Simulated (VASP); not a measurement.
## Ge: single point with PBE

The system is Ge, a slab with vacuum.

```
CELL_PARAMETERS angstrom
4.07361 0.00000 0.00000
-2.03680 3.52785 0.00000
0.00000 0.00000 20.15760
ATOMIC_POSITIONS crystal
Ge 0.16667 0.33333 0.39616
Ge 0.50000 0.00000 0.43363
Ge 0.50000 0.00000 0.56637
Ge 0.83333 0.66667 0.60384
```

| Quantity | Value |
| --- | --- |
| Program | VASP 6.6.1 |
| Task | single point |
| Functional | PBE |
| Potentials or basis | VASP PAW PBE potentials, release 64 (Ge_d) |
| Cutoff | 520 eV |
| k mesh | 9 × 9 × 1 |
| Occupations | fermi-dirac, width 0.02 eV |
| Spin | no spin polarisation |

The largest force is 0.008 eV/Å and the band gap on the k mesh is zero (filled and empty bands touch).

Forces in eV/Å, atoms in the order of the input:
```
Ge   0.000  0.000 -0.008
Ge   0.000  0.000  0.001
Ge   0.000  0.000 -0.001
Ge   0.000  0.000  0.008
```

Levels at points of the mesh, in eV from the Fermi level:
```csv
k point,band 26,band 27,band 28,band 29,band 30,band 31
"(0.00, 0.00, 0.00)",-0.56,-0.05,-0.05,0.45,0.92,1.83
```

It took 2.4 min on 1 thread of AMD EPYC 7R13 Processor (Zen 3), on a shared host, peak memory 0.37 GiB.
